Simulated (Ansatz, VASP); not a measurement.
RuSe in VASP and in Ansatz

The input INCAR:

```
SYSTEM = RuSe
PREC = Accurate
ENCUT = 520
EDIFF = 1E-7
ISMEAR = 0
SIGMA = 0.05
LREAL = .False.
LASPH = .True.
NELM = 150
ALGO = Normal
ISIF = 2
LWAVE = .False.
LCHARG = .False.
ISPIN = 2
MAGMOM = 2.36 -0.33
LORBIT = 11
LMAXMIX = 4
LDAU = .True.
LDAUTYPE = 2
LDAUL = 2 -1
LDAUU = 6 0
LDAUJ = 0 0
LDAUPRINT = 1
GGA = PE
NBANDS = 21
```

File KPOINTS:

```
regular mesh
0
Gamma
  6 6 6
  0 0 0
```

POSCAR

```
RuSe
1.0
    3.1876923100      0.0000000000      0.0000000000
    0.0000000000      3.1876923100      0.0000000000
    0.0000000000      0.0000000000      3.1876923100
Ru Se
1 1
Direct
    0.0000000000      0.0000000000      0.0000000000
    0.5000000000      0.5000000000      0.5000000000
```

File input.yaml:

```yaml
crystal:
  lattice:
    - [3.18769231, 0.0, 0.0]
    - [0.0, 3.18769231, 0.0]
    - [0.0, 0.0, 3.18769231]
  atoms:
    - { symbol: Ru, position: [0.0, 0.0, 0.0] }
    - { symbol: Se, position: [0.5, 0.5, 0.5] }
hamiltonian:
  xc: pbe
  pseudopotentials: { kind: paw }
  hubbard: { sites: [{ species: Ru, l: d, u_eff: 6.0 }] }
magnetization:
  spin_polarized: true
kpoints:
  mp_grid: { grid: [6, 6, 6] }
scf:
  occupations: { method: gaussian, width: 0.05 }
output:
  forces: true
  stress: true
  eigenvalues: true
  write_density: true
  write_potential: true
  elf: true
  volumetric_format: npy
```

Alike in both runs: task single point; functional PBE; k mesh 6 × 6 × 6; occupations gaussian, width 0.05 eV; collinear spin; Hubbard terms Ru d U = 6.0 eV.

|  | VASP | Ansatz |
| --- | --- | --- |
| version | VASP 6.6.1 | Ansatz 0.2.0 |
| potentials or method | VASP PAW PBE potentials, release 64 (Ru_pv, Se) | Ansatz PAW |
| plane-wave cutoff (eV) | 520 | 420 |
| valence electrons in the cell | 20 | 32 |

```csv
,VASP,Ansatz,Ansatz less VASP
gap on the k mesh at the Fermi level (eV),none,none,-
pressure (GPa),17.2,21.1,+3.93
net moment per atom (μB),1.00,1.01,+0.010
size of the moment on the site where the two differ most (μB),2.23,2.14,-0.090
```

Site moments also hang on the region over which each program counts them. The programs project onto different local orbitals, so the same U acts differently, and such runs can settle in different states. A gap of «none» marks a metal or a gap that the smearing closes. VASP's potentials hold 20 valence electrons a cell and Ansatz's 32, so a difference there can come from the potentials and not from the codes.

Noted on Ansatz's run: the magnetic or orbital state may not be the lowest.
